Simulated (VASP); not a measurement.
TaN: single point with PBEsol

Crystal: TaN.

```
CELL_PARAMETERS angstrom
2.81440 0.00000 0.00000
-1.40720 2.43734 0.00000
0.00000 0.00000 2.90660
ATOMIC_POSITIONS crystal
Ta 0.33333 0.66667 0.50000
N 0.00000 0.00000 0.00000
```

```
Program                : VASP 6.6.1
Task                   : single point
Functional             : PBEsol
Potentials or basis    : VASP PAW PBE potentials, release 64 (Ta_pv, N)
Cutoff                 : 520 eV
k mesh                 : 18 × 18 × 16
Occupations            : gaussian, width 0.15 eV
Spin                   : no spin polarisation
Dipole correction      : no
Further INCAR settings : ALGO = Normal; EDIFF = 1e-06; NBANDS = 15
```

```yaml
Pressure: 26.7 GPa
Band_gap_on_the_k_mesh: zero (band 8 reaches 9.18 eV, above the bottom of band 9 at 8.72 eV)
```

Stress tensor (GPa, compression positive):
```
37.91  0.00  0.00
 0.00 37.91  0.00
 0.00  0.00  4.26
```

Levels at points of the mesh, in eV from the Fermi level:
| k point | band 6 | band 7 | band 8 | band 9 | band 10 | band 11 |
| --- | --- | --- | --- | --- | --- | --- |
| (0.00, 0.00, 0.00) | -4.41 | -4.41 | -3.22 | 3.37 | 3.72 | 3.72 |
| (0.50, 0.00, 0.00) | -5.98 | -3.85 | -2.95 | 3.15 | 5.06 | 5.40 |
| (0.00, 0.00, 0.50) | -3.48 | -3.48 | -0.13 | -0.13 | 1.91 | 3.98 |
| (0.50, 0.00, 0.50) | -6.50 | -5.69 | -0.30 | 4.76 | 6.32 | 6.41 |

Wall time 26 s on 1 thread of Intel(R) Xeon(R) 6975P-C (Granite Rapids) (shared host), peak memory 0.22 GiB.

Caveat: the PAW data sets were made with another functional, which shifts forces and pressure a little; spin-orbit coupling is left out, which moves the levels of the heavy elements.
